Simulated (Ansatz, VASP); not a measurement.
**Two plane-wave programs on CdS4**

File INCAR:

```
  PREC = Accurate
  ENCUT = 520
  EDIFF = 1E-6
  ISMEAR = 0
  SIGMA = 0.1
  LREAL = F
  LASPH = T
  NELM = 100
  ALGO = Normal
  ISIF = 2
  LWAVE = F
  LCHARG = T
  GGA = PE
  LELF = T
  LVHAR = T
  NBANDS = 26
```

Contents of KPOINTS:

```
Automatic mesh
0
Gamma
  6 6 2
```

File POSCAR:

```
CdS4
1.0
    3.3643846300      0.0000000000      0.0000000000
   -1.6821923200      2.9136425600      0.0000000000
    0.0000000000      0.0000000000     10.8181161500
Cd S
1 4
Direct
    0.0000000000      0.0000000000      0.0000000000
    0.3333333300      0.6666666700      0.8658552800
    0.3333333300      0.6666666700      0.3767953500
    0.6666666700      0.3333333300      0.1341447200
    0.6666666700      0.3333333300      0.6232046500
```

Input for Ansatz:

```yaml
crystal:
  lattice:
    - [3.36438463, 0.0, 0.0]
    - [-1.68219232, 2.91364256, 0.0]
    - [0.0, 0.0, 10.81811615]
  atoms:
    - { symbol: Cd, position: [0.0, 0.0, 0.0] }
    - { symbol: S, position: [0.33333333, 0.66666667, 0.86585528] }
    - { symbol: S, position: [0.33333333, 0.66666667, 0.37679535] }
    - { symbol: S, position: [0.66666667, 0.33333333, 0.13414472] }
    - { symbol: S, position: [0.66666667, 0.33333333, 0.62320465] }
basis:
  ecutwfc: 420
kpoints:
  mp_grid: { grid: [6, 6, 2] }
hamiltonian:
  xc: pbe
scf:
  occupations: { method: gaussian, width: 0.1 }
  lower_state_search: "off"
output:
  forces: true
  stress: true
  eigenvalues: true
```

Change from the starting cell: species swapped into the Co4H type (P-3m1, No. 164).

Alike in both runs: task single point; functional PBE; k mesh 6 × 6 × 2; occupations gaussian, width 0.1 eV; no spin polarisation.

|  | VASP | Ansatz |
| --- | --- | --- |
| version | VASP 6.6.1 | Ansatz 0.2.0 |
| potentials or method | VASP PAW PBE potentials, release 64 (Cd, S), cutoff 520 eV | scalar-relativistic, plane waves, PAW |
| valence electrons in the cell | 36 | 44 |

Ansatz gave:

```
gap on the k mesh at the Fermi level (eV)                     : none
pressure (GPa)                                                : 5.8
traceless stress, the component that is largest in VASP (GPa) : -5.80
rms of the force components (eV/Å)                            : 0.953
```

Q: What did VASP give for the same quantities?

A: gap on the k mesh at the Fermi level (eV): none; pressure (GPa): 6.3; traceless stress, the component that is largest in VASP (GPa): -5.82; rms of the force components (eV/Å): 0.997.

Atom by atom the forces differ by 0.046 eV/Å (rms over components). A gap of «none» marks a metal or a gap that the smearing closes. VASP's potentials hold 36 valence electrons a cell and Ansatz's 44, so a difference there can come from the potentials and not from the codes.
